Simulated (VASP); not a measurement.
A run of VASP 6.6.1:

File POSCAR:

```
Pt
1.0
   -1.5697861336      1.5697861336      1.5697861336
    1.5697861336     -1.5697861336      1.5697861336
    1.5697861336      1.5697861336     -1.5697861336
Pt
1
Direct
    0.0000000000      0.0000000000      0.0000000000
```

Contents of INCAR.step1:

```
PREC = Accurate ; ENCUT = 520
ISMEAR = -1 ; SIGMA = 0.1
LREAL = False ; LASPH = True
NELM = 100 ; NBANDS = 11
GGA = PE ; ALGO = Normal
EDIFF = 1E-4 ; LWAVE = True
LCHARG = False
```

The input INCAR.step2:

```
PREC = Accurate ; ENCUT = 520
EDIFF = 1E-6 ; ISMEAR = -1
SIGMA = 0.1 ; LREAL = False
LASPH = True ; NELM = 100
ALGO = Normal ; ISIF = 2
LWAVE = False ; LCHARG = True
METAGGA = R2SCAN ; LMIXTAU = True
LELF = True ; LVHAR = True
NBANDS = 11 ; ISTART = 1
```

File KPOINTS:

```
regular mesh
0
Gamma
  15 15 15
```

Potentials or basis: VASP PAW PBE potentials, release 64 (Pt).

The run is started by

```bash
$ cat potpaw_PBE.64/Pt/POTCAR > POTCAR
$ cp INCAR.step1 INCAR
$ mpirun -np 1 vasp_std > vasp.out
$ cp INCAR.step2 INCAR
$ mpirun -np 1 vasp_std > vasp.out
```

Hardware: 1 thread of Intel(R) Xeon(R) 6975P-C (Granite Rapids), with other jobs on the host.

Task: How long does it take, and how much memory?

Result: Wall time 27 s on 1 thread of Intel(R) Xeon(R) 6975P-C (Granite Rapids) (shared host), peak memory 0.14 GiB. Counts: k points 120.
